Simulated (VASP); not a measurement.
Wanted: the native input for a VASP 6.6.1 run.

| Item | Value |
| --- | --- |
| Task | single point |
| Functional | BLYP |
| Potentials or basis | VASP PAW PBE potentials, release 64 (Cs_sv, I) |
| Cutoff | 500 eV |
| k mesh | 6 × 6 × 6 |
| Occupations | fermi-dirac, width 0.05 eV |
| Spin | no spin polarisation |
| Dipole correction | no |
| Further INCAR settings | ALGO = Normal; EDIFF = 1e-06; NBANDS = 15 |

The structure of CsI lies in POSCAR:

```
CsI
1.0
    4.4734758827      0.0000000000      0.0000000000
    0.0000000000      4.4734758827      0.0000000000
    0.0000000000      0.0000000000      4.4734758827
Cs I
1 1
Direct
    0.0000000000      0.0000000000      0.0000000000
    0.5000000000      0.5000000000      0.5000000000
```

These files were run (other wordings do the same):

INCAR

```
PREC     = Accurate       # precision mode
ENCUT    = 500            # plane-wave cutoff, eV
EDIFF    = 1E-6           # SCF threshold, eV
ISMEAR   = -1             # smearing method
SIGMA    = 0.05           # smearing width, eV
LREAL    = False          # projectors in reciprocal space
LASPH    = True           # aspherical terms in the spheres
NELM     = 120            # most SCF steps
ALGO     = Normal         # electronic algorithm
ISIF     = 2              # what is computed and relaxed
LWAVE    = False          # write WAVECAR
LCHARG   = True           # write CHGCAR
GGA      = B5             # functional
ALDAX    = 1.0          
AGGAX    = 1.0          
AGGAC    = 1.0          
ALDAC    = 0.0          
LELF     = True           # ELF
LVHAR    = True         
NBANDS   = 15             # bands
GGA_COMPAT= False
```

KPOINTS

```
regular mesh
0
Gamma
  6 6 6
```

Potentials or basis: VASP PAW PBE potentials, release 64 (Cs_sv, I).

Launch:

```sh
$ cat potpaw_PBE.64/Cs_sv/POTCAR potpaw_PBE.64/I/POTCAR > POTCAR
$ mpirun -np 1 vasp_std > vasp.out
```

Results of the run:

```
Pressure               : 3.3 GPa
Band gap on the k mesh : 4.14 eV (least direct gap 4.21 eV)
```

Caveat: the cell stands under pressure; the PAW data sets were made with another functional, which shifts forces and pressure a little; spin-orbit coupling is left out, which moves the levels of the heavy elements.

Wall time 39 s on 1 thread of Intel Xeon 8259CL (shared host), peak memory 0.21 GiB.
